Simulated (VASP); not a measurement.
# BaO (Fm-3m) in VASP: a series of runs

Runs on BaO. Level: PBE. Tasks: single point.

Everything below comes from runs of VASP 6.6.1. Logs are shortened: lines on timing, memory, paths and dates and some standing lists are left out, and cuts for length are marked.

## 1. The cell of the first run

It takes space group Fm-3m (No. 225, cubic). Conventional cell: a = 5.271 Å, b = 5.271 Å, c = 5.271 Å, α = 90.00°, β = 90.00°, γ = 90.00°. Within 3.5 Å of Ba (site symmetry m-3m) lie 6 O at 2.64 Å. Within 3.5 Å of O (site symmetry m-3m) lie 6 Ba at 2.64 Å.

## 2. Single point, PBE

INCAR reads:

```
SYSTEM = BaO
PREC = Accurate ; ENCUT = 600
EDIFF = 1E-6 ; ISMEAR = 0
SIGMA = 0.01 ; LREAL = .False.
LASPH = .True. ; NELM = 120
ALGO = Normal ; ISIF = 2
LWAVE = .False. ; LCHARG = .True.
GGA = PE ; LELF = .True.
LVHAR = .True. ; NBANDS = 15
GGA_COMPAT = .False.
```

KPOINTS reads:

```
Automatic mesh
0
Gamma
  6 6 6
  0 0 0
```

POSCAR reads:

```
BaO
1.0
    0.0000000000      2.6352809214      2.6352809214
    2.6352809214      0.0000000000      2.6352809214
    2.6352809214      2.6352809214      0.0000000000
Ba O
1 1
Direct
    0.0000000000      0.0000000000      0.0000000000
    0.5000000000      0.5000000000      0.5000000000
```

Potentials or basis: VASP PAW PBE potentials, release 64 (Ba_sv, O).

Launch:

```sh
$ cat potpaw_PBE.64/Ba_sv/POTCAR potpaw_PBE.64/O/POTCAR > POTCAR
$ mpirun -np 1 vasp_std > vasp.out
```

OUTCAR:

```text
SYSTEM = BaO
   PREC = Accurate
   ENCUT = 600
   EDIFF = 1E-6
   ISMEAR = 0
   LREAL = .False.
   LASPH = .True.
   NELM = 120
   ISIF = 2
   GGA = PE

 ion  position               nearest neighbor table
   1  0.000  0.000  0.000-   2 2.64   2 2.64   2 2.64   2 2.64   2 2.64   2 2.64
   2  0.500  0.500  0.500-   1 2.64   1 2.64   1 2.64   1 2.64   1 2.64   1 2.64

  LATTYP: Found a face centered cubic cell.
 ALAT       =     5.2705618428

  Lattice vectors:

 A1 = (   0.0000000000,   2.6352809214,   2.6352809214)
 A2 = (   2.6352809214,   0.0000000000,   2.6352809214)
 A3 = (   2.6352809214,   2.6352809214,   0.0000000000)

Analysis of symmetry for initial positions (statically):
=====================================================================
 Subroutine PRICEL returns:
 Original cell was already a primitive cell.

 Routine SETGRP: Setting up the symmetry group for a
 face centered cubic supercell.

 Subroutine GETGRP returns: Found 48 space group operations
 (whereof 48 operations were pure point group operations)
 out of a pool of 48 trial point group operations.

The static configuration has the point symmetry O_h .

Analysis of symmetry for dynamics (positions and initial velocities):
=====================================================================
 Subroutine PRICEL returns:
 Original cell was already a primitive cell.

 Routine SETGRP: Setting up the symmetry group for a
 face centered cubic supercell.

 Subroutine GETGRP returns: Found 48 space group operations
 (whereof 48 operations were pure point group operations)
 out of a pool of 48 trial point group operations.

The dynamic configuration has the point symmetry O_h .

 Subroutine INISYM returns: Found 48 space group operations
 (whereof 48 operations are pure point group operations),
 and found     1 'primitive' translations

----------------------------------------------------------------------------------------

                                     Primitive cell

  volume of cell :      36.6025

  direct lattice vectors                    reciprocal lattice vectors
     0.000000000  2.635280921  2.635280921    -0.189733093  0.189733093  0.189733093
     2.635280921  0.000000000  2.635280921     0.189733093 -0.189733093  0.189733093
     2.635280921  2.635280921  0.000000000     0.189733093  0.189733093 -0.189733093

  length of vectors
     3.726850020  3.726850020  3.726850020     0.328627357  0.328627357  0.328627357

  position of ions in fractional coordinates (direct lattice)
     0.000000000  0.000000000  0.000000000
     0.500000000  0.500000000  0.500000000

  ion indices of the primitive-cell ions
[... 79 lines left out ...]
   EMIN   =  10.00;   EMAX   =-10.00  energy-range for DOS
   EFERMI =   0.00;   METHOD = LEGACY
   ISMEAR =     0;   SIGMA  =   0.01  broadening in eV -4-tet -1-fermi 0-gaus
   EFERMI_NEDOS =   21; number of points for ismear=-14 and -15
   IALGO  =     38    algorithm
   IMIX   =      4    mixing-type and parameters
     AMIX     =   0.40;   BMIX     =  1.00
     AMIX_MAG =   1.60;   BMIX_MAG =  1.00
  volume/ion in A,a.u.               =      18.30       123.50
  Fermi-wavevector in a.u.,A,eV,Ry     =   1.242447  2.347885 21.002971  1.543675
  Thomas-Fermi vector in A             =   2.376801
   LORBIT       =      0    0 simple, 1 ext, 2 COOP (PROOUT), +10 PAW based schemes
   GGA     = PE    functional components
   LHFCALC =     F    Hartree Fock is set to
   AEXX    =    0.0000 exact exchange contribution
   IVDW    =     0    specifies the selected vdW correction
   LEPSILON=     F    determine dielectric tensor
   LRPA    =     F    only Hartree local field effects (RPA)
 non-spin polarized calculation
 Gauss-broadening in eV      SIGMA  =   0.01
  energy-cutoff  :      600.00
  volume of cell :       36.60
 maximum number of plane-waves:      1243
 NGX is ok and might be reduce to    30
   NGX = 15   NGY = 15   NGZ = 15

 number of electron      16.0000005 magnetization

 Free energy of the ion-electron system (eV)
  ---------------------------------------------------
  ext. energy  EPLUGINS =         0.00000000
  ---------------------------------------------------
  free energy    TOTEN  =       -11.40544995 eV

  energy without entropy =      -11.40544995  energy(sigma->0) =      -11.40544995

 E-fermi :   3.2322     XC(G=0): -10.3284

 val. band max:        3.0785045880   @ k =   0.5000   0.5000   0.0000
 cond. band min:       4.4028937217   @ k =   0.5000   0.5000   0.0000
 fundamental gap:      1.3243891337
 Fermi energy:         3.2322203920

 k-point     1 :       0.0000    0.0000    0.0000
  band No.  band energies     occupation
      1     -23.0404      2.00000
      2     -12.4423      2.00000
      3      -7.1712      2.00000
      4      -7.1712      2.00000
      5      -7.1712      2.00000
      6       2.2689      2.00000
      7       2.2689      2.00000
      8       2.2689      2.00000
      9       7.2662      0.00000
     10       7.5505      0.00000
     11       7.5505      0.00000
     12       7.5505      0.00000
     13      10.2212      0.00000
     14      10.2212      0.00000
[... 257 lines left out ...]
      2     -13.0802      2.00000
      3      -9.1075      2.00000
      4      -8.4504      2.00000
      5      -7.4402      2.00000
      6       1.4293      2.00000
      7       2.6438      2.00000
      8       2.8991      2.00000
      9       5.9558      0.00000
     10       9.4648      0.00000
     11      10.3647      0.00000
     12      13.4376      0.00000
     13      13.6903      0.00000
     14      16.4678      0.00000
     15      16.6447      0.00000

------------------------ aborting loop because EDIFF is reached ----------------------------------------

  FORCE on cell =-STRESS in cart. coord.  units (eV):
  Direction    XX          YY          ZZ          XY          YZ          ZX
  --------------------------------------------------------------------------------------
  -------------------------------------------------------------------------------------
  Total        4.5833788      4.5833788      4.5833788      0.0000000      0.0000000      0.0000000
  in kB      200.6252492    200.6252492    200.6252492      0.0000000      0.0000000      0.0000000
  external PRESSURE =     200.6252492 kB  Pullay stress =       0.0000000 kB

 VOLUME and BASIS-vectors are now :
 -----------------------------------------------------------------------------
  energy-cutoff  :      600.00
  volume of cell :       36.60
      direct lattice vectors                 reciprocal lattice vectors
     0.000000000  2.635280921  2.635280921    -0.189733093  0.189733093  0.189733093
     2.635280921  0.000000000  2.635280921     0.189733093 -0.189733093  0.189733093
     2.635280921  2.635280921  0.000000000     0.189733093  0.189733093 -0.189733093

 POSITION                                       TOTAL-FORCE (eV/Angst)
 -----------------------------------------------------------------------------------
      0.00000      0.00000      0.00000        -0.000000      0.000000     -0.000000
      2.63528      2.63528      2.63528         0.000000     -0.000000      0.000000
 -----------------------------------------------------------------------------------
    total drift:                                0.000000      0.000000      0.000000

  FREE ENERGIE OF THE ION-ELECTRON SYSTEM (eV)
  ---------------------------------------------------
  free  energy   TOTEN  =       -11.4054499474 eV

  energy  without entropy=      -11.4054499474  energy(sigma->0) =      -11.40544995
```

OSZICAR:

```text
N       E                     dE             d eps       ncg     rms          rms(c)
DAV:   1     0.821302665588E+02    0.82130E+02   -0.85939E+03   480   0.113E+03
DAV:   2    -0.103905339656E+02   -0.92521E+02   -0.83771E+02   670   0.216E+02
DAV:   3    -0.141083539715E+02   -0.37178E+01   -0.36995E+01   587   0.435E+01
DAV:   4    -0.141475548980E+02   -0.39201E-01   -0.39198E-01   564   0.502E+00
DAV:   5    -0.141481997592E+02   -0.64486E-03   -0.64482E-03   594   0.557E-01    0.106E+01
DAV:   6    -0.115904406232E+02    0.25578E+01   -0.83264E+00   487   0.246E+01    0.684E+00
DAV:   7    -0.114265625271E+02    0.16388E+00   -0.50372E-01   572   0.591E+00    0.288E+00
DAV:   8    -0.114025562318E+02    0.24006E-01   -0.81177E-02   578   0.296E+00    0.538E-01
DAV:   9    -0.114045202446E+02   -0.19640E-02   -0.69458E-03   578   0.816E-01    0.148E-01
DAV:  10    -0.114054554415E+02   -0.93520E-03   -0.18370E-03   515   0.356E-01    0.401E-02
DAV:  11    -0.114054417515E+02    0.13690E-04   -0.15267E-04   571   0.114E-01    0.202E-02
DAV:  12    -0.114054502719E+02   -0.85204E-05   -0.26224E-05   536   0.509E-02    0.535E-03
DAV:  13    -0.114054499474E+02    0.32447E-06   -0.21608E-06   576   0.138E-02
   1 F= -.11405450E+02 E0= -.11405450E+02  d E =-.189065-106
```

stdout:

```text
POSCAR found type information on POSCAR BaO
 POSCAR found :  2 types and       2 ions
 scaLAPACK will be used
 LDA part: xc-table for (Slater+PW92), standard interpolation
 POSCAR, INCAR and KPOINTS ok, starting setup
 FFT: planning ... GRIDC
 FFT: planning ... GRID_SOFT
 FFT: planning ... GRID
 WAVECAR not read
 entering main loop
```

Run time: 6.1 s. Hardware: 1 thread of Intel Xeon 6975P-C (Granite Rapids), shared host; peak memory 0.17 GiB.

What came out:

```yaml
Free_energy: -11.4054 eV
Pressure: 20.1 GPa
Band_gap_on_the_k_mesh: 1.32 eV, direct
```

Caveat: spin-orbit coupling is left out, which moves the levels of the heavy elements. Expect the measured gap to be larger: semilocal functionals such as PBE lack the derivative discontinuity.

## 3. Single point, PBE

This run uses another cell than the first one, of 19.13 Å³/atom, 1.045 times its volume.

INCAR reads:

```
PREC = Accurate
ENCUT = 600
EDIFF = 1E-6
ISMEAR = 0
SIGMA = 0.01
LREAL = False
LASPH = True
NELM = 120
ALGO = Normal
ISIF = 2
LWAVE = False
LCHARG = False
GGA = PE
NBANDS = 15
GGA_COMPAT = False
```

KPOINTS reads:

```
Automatic mesh
0
Gamma
  6 6 6
```

POSCAR reads:

```
BaO
1.0
    0.0000000000      2.6746192721      2.6746192721
    2.6746192721      0.0000000000      2.6746192721
    2.6746192721      2.6746192721      0.0000000000
Ba O
1 1
Direct
    0.0000000000      0.0000000000      0.0000000000
    0.5000000000      0.5000000000      0.5000000000
```

Potentials or basis: VASP PAW PBE potentials, release 64 (Ba_sv, O).

Launch:

```sh
$ cat potpaw_PBE.64/Ba_sv/POTCAR potpaw_PBE.64/O/POTCAR > POTCAR
$ mpirun -np 1 vasp_std > vasp.out
```

OUTCAR:

```text
PREC = Accurate
   ENCUT = 600
   EDIFF = 1E-6
   ISMEAR = 0
   LREAL = False
   LASPH = True
   NELM = 120
   ISIF = 2
   GGA = PE

 ion  position               nearest neighbor table
   1  0.000  0.000  0.000-   2 2.67   2 2.67   2 2.67   2 2.67   2 2.67   2 2.67
   2  0.500  0.500  0.500-   1 2.67   1 2.67   1 2.67   1 2.67   1 2.67   1 2.67

  LATTYP: Found a face centered cubic cell.
 ALAT       =     5.3492385442

  Lattice vectors:

 A1 = (   0.0000000000,   2.6746192721,   2.6746192721)
 A2 = (   2.6746192721,   0.0000000000,   2.6746192721)
 A3 = (   2.6746192721,   2.6746192721,   0.0000000000)

Analysis of symmetry for initial positions (statically):
=====================================================================
 Subroutine PRICEL returns:
 Original cell was already a primitive cell.

 Routine SETGRP: Setting up the symmetry group for a
 face centered cubic supercell.

 Subroutine GETGRP returns: Found 48 space group operations
 (whereof 48 operations were pure point group operations)
 out of a pool of 48 trial point group operations.

The static configuration has the point symmetry O_h .

Analysis of symmetry for dynamics (positions and initial velocities):
=====================================================================
 Subroutine PRICEL returns:
 Original cell was already a primitive cell.

 Routine SETGRP: Setting up the symmetry group for a
 face centered cubic supercell.

 Subroutine GETGRP returns: Found 48 space group operations
 (whereof 48 operations were pure point group operations)
 out of a pool of 48 trial point group operations.

The dynamic configuration has the point symmetry O_h .

 Subroutine INISYM returns: Found 48 space group operations
 (whereof 48 operations are pure point group operations),
 and found     1 'primitive' translations

----------------------------------------------------------------------------------------

                                     Primitive cell

  volume of cell :      38.2662

  direct lattice vectors                    reciprocal lattice vectors
     0.000000000  2.674619272  2.674619272    -0.186942495  0.186942495  0.186942495
     2.674619272  0.000000000  2.674619272     0.186942495 -0.186942495  0.186942495
[... 111 lines left out ...]
 maximum number of plane-waves:      1303
   NGX = 15   NGY = 15   NGZ = 15

 number of electron      16.0000001 magnetization

 Free energy of the ion-electron system (eV)
  ---------------------------------------------------
  ext. energy  EPLUGINS =         0.00000000
  ---------------------------------------------------
  free energy    TOTEN  =       -11.58210300 eV

  energy without entropy =      -11.58210300  energy(sigma->0) =      -11.58210300

 E-fermi :   2.7556     XC(G=0): -10.1127

 val. band max:        2.6875328304   @ k =   0.5000   0.5000   0.0000
 cond. band min:       4.2364388938   @ k =   0.5000   0.5000   0.0000
 fundamental gap:      1.5489060634
 Fermi energy:         2.7555625776

 k-point     1 :       0.0000    0.0000    0.0000
  band No.  band energies     occupation
      1     -23.3287      2.00000
      2     -12.6742      2.00000
      3      -7.5937      2.00000
      4      -7.5937      2.00000
      5      -7.5937      2.00000
      6       2.0330      2.00000
      7       2.0330      2.00000
      8       2.0330      2.00000
      9       6.6793      0.00000
     10       7.2467      0.00000
     11       7.2467      0.00000
     12       7.2467      0.00000
     13       9.7905      0.00000
     14       9.7905      0.00000
[... 257 lines left out ...]
      2     -13.1977      2.00000
      3      -9.3092      2.00000
      4      -8.7210      2.00000
      5      -7.8413      2.00000
      6       1.2325      2.00000
      7       2.3147      2.00000
      8       2.5270      2.00000
      9       5.7089      0.00000
     10       9.0316      0.00000
     11       9.7896      0.00000
     12      12.8004      0.00000
     13      13.0450      0.00000
     14      15.6882      0.00000
     15      15.8921      0.00000

------------------------ aborting loop because EDIFF is reached ----------------------------------------

  FORCE on cell =-STRESS in cart. coord.  units (eV):
  Direction    XX          YY          ZZ          XY          YZ          ZX
  --------------------------------------------------------------------------------------
  -------------------------------------------------------------------------------------
  Total        3.3012164      3.3012164      3.3012164      0.0000000      0.0000000      0.0000000
  in kB      138.2192955    138.2192955    138.2192955      0.0000000      0.0000000      0.0000000
  external PRESSURE =     138.2192955 kB  Pullay stress =       0.0000000 kB

 VOLUME and BASIS-vectors are now :
 -----------------------------------------------------------------------------
  energy-cutoff  :      600.00
  volume of cell :       38.27
      direct lattice vectors                 reciprocal lattice vectors
     0.000000000  2.674619272  2.674619272    -0.186942495  0.186942495  0.186942495
     2.674619272  0.000000000  2.674619272     0.186942495 -0.186942495  0.186942495
     2.674619272  2.674619272  0.000000000     0.186942495  0.186942495 -0.186942495

 POSITION                                       TOTAL-FORCE (eV/Angst)
 -----------------------------------------------------------------------------------
      0.00000      0.00000      0.00000        -0.000000     -0.000000     -0.000000
      2.67462      2.67462      2.67462         0.000000      0.000000      0.000000
 -----------------------------------------------------------------------------------
    total drift:                                0.000000      0.000000      0.000000

  FREE ENERGIE OF THE ION-ELECTRON SYSTEM (eV)
  ---------------------------------------------------
  free  energy   TOTEN  =       -11.5821029995 eV

  energy  without entropy=      -11.5821029995  energy(sigma->0) =      -11.58210300
```

OSZICAR:

```text
N       E                     dE             d eps       ncg     rms          rms(c)
DAV:   1     0.853572821213E+02    0.85357E+02   -0.88048E+03   480   0.112E+03
DAV:   2    -0.103703652706E+02   -0.95728E+02   -0.82588E+02   684   0.220E+02
DAV:   3    -0.142286779558E+02   -0.38583E+01   -0.38365E+01   575   0.433E+01
DAV:   4    -0.142723401616E+02   -0.43662E-01   -0.43589E-01   599   0.469E+00
DAV:   5    -0.142733520733E+02   -0.10119E-02   -0.10119E-02   565   0.566E-01    0.102E+01
DAV:   6    -0.117857275038E+02    0.24876E+01   -0.84046E+00   487   0.237E+01    0.659E+00
DAV:   7    -0.116035803407E+02    0.18215E+00   -0.53742E-01   537   0.600E+00    0.265E+00
DAV:   8    -0.115794639753E+02    0.24116E-01   -0.87002E-02   571   0.305E+00    0.521E-01
DAV:   9    -0.115810776336E+02   -0.16137E-02   -0.75311E-03   571   0.845E-01    0.153E-01
DAV:  10    -0.115821130375E+02   -0.10354E-02   -0.20825E-03   508   0.376E-01    0.438E-02
DAV:  11    -0.115820958430E+02    0.17195E-04   -0.16947E-04   585   0.120E-01    0.217E-02
DAV:  12    -0.115821031926E+02   -0.73497E-05   -0.26901E-05   522   0.511E-02    0.498E-03
DAV:  13    -0.115821029995E+02    0.19314E-06   -0.21057E-06   597   0.131E-02
   1 F= -.11582103E+02 E0= -.11582103E+02  d E =-.623364E-24
```

Wall time 5.8 s (1 thread of Intel Xeon 6975P-C (Granite Rapids), shared host); peak memory 0.17 GiB.

What came out:

- Free energy: -11.5821 eV
- Pressure: 13.8 GPa
- Band gap on the k mesh: 1.55 eV, direct

Levels at points of the mesh, in eV from the valence-band top:
```tsv
k point	band 5	band 6	band 7	band 8	band 9	band 10	band 11	band 12
(0.00, 0.00, 0.00)	-10.28	-0.65	-0.65	-0.65	3.99	4.56	4.56	4.56
(0.50, 0.00, 0.00)	-10.42	-2.46	-2.02	-2.02	4.99	7.42	7.42	8.73
(0.50, 0.50, 0.00)	-11.07	-0.33	-0.33	0.00	1.55	6.37	9.32	10.04
```

Caveat: spin-orbit coupling is left out, which moves the levels of the heavy elements. A k mesh can miss the band edges.
